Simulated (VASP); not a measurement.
Crystal: PrCuAs2.

```
CELL_PARAMETERS angstrom
-2.72942 2.72942 2.97797
2.72942 -2.72942 2.97797
2.72942 2.72942 -2.97797
ATOMIC_POSITIONS crystal
Pr 0.42711 0.42711 0.00000
Cu 0.89111 0.89111 0.00000
As 0.03034 0.53034 0.50000
As 0.53034 0.03034 0.50000
```

The cell was generated, and may not be a known phase.

- Program: VASP 6.6.1
- Task: relaxation of cell and atoms
- Functional: PBE
- Potentials or basis: VASP PAW PBE potentials, release 64 (Pr_3, Cu, As), 4f in core
- Cutoff: 600 eV
- k mesh: 4 × 4 × 4
- Occupations: gaussian, width 0.1 eV
- Spin: no spin polarisation

At the start: pressure 4.8 GPa; volume 22.19 Å³/atom.

Q: Where does the relaxation end?

A: Over 17 steps the energy falls by 194.7 meV/atom and the volume is 21.92 Å³/atom (-1.2 %); space group I4mm (No. 107, to 0.1 Å) before and after.

Step by step:
```tsv
step	energy change (eV)	largest force (eV/Å)	pressure (GPa)	volume (Å³)
1	0.0000	2.5629	4.82	88.74
2	-0.3565	1.1976	-3.17	97.56
3	-0.3565	1.1970	-3.16	97.57
4	-0.5639	0.7435	-1.79	94.02
5	-0.6395	0.3813	0.34	90.59
6	-0.7158	0.3541	0.70	89.92
7	-0.7287	0.3373	1.15	89.30
8	-0.7295	0.3396	1.07	89.41
9	-0.7397	0.1706	-1.11	91.94
10	-0.7413	0.2140	-0.56	91.25
11	-0.7508	0.2001	-0.46	90.72
12	-0.7694	0.1766	-0.03	89.13
13	-0.7611	0.3380	1.22	86.01
14	-0.7734	0.1817	0.31	88.00
15	-0.7786	0.0180	-0.21	88.24
16	-0.7786	0.0202	-0.21	88.24
17	-0.7788	0.0264	0.16	87.67
```

Final structure:
```cif
data_structure
_symmetry_space_group_name_H-M 'P 1'
_symmetry_Int_Tables_number 1
_cell_length_a 4.8737
_cell_length_b 4.8737
_cell_length_c 4.8737
_cell_angle_alpha 113.893
_cell_angle_beta 113.893
_cell_angle_gamma 100.949
_cell_volume 87.67
loop_
_atom_site_label
_atom_site_type_symbol
_atom_site_fract_x
_atom_site_fract_y
_atom_site_fract_z
_atom_site_occupancy
Pr1 Pr 0.35573 0.35573 0.00000 1
Cu1 Cu 0.89397 0.89397 0.00000 1
As1 As 0.06460 0.56460 0.50000 1
As2 As 0.56460 0.06460 0.50000 1
```

Caveat: the k points lie up to 0.39 Å⁻¹ apart in the final cell, too coarse for converged energies and pressures of a metal.
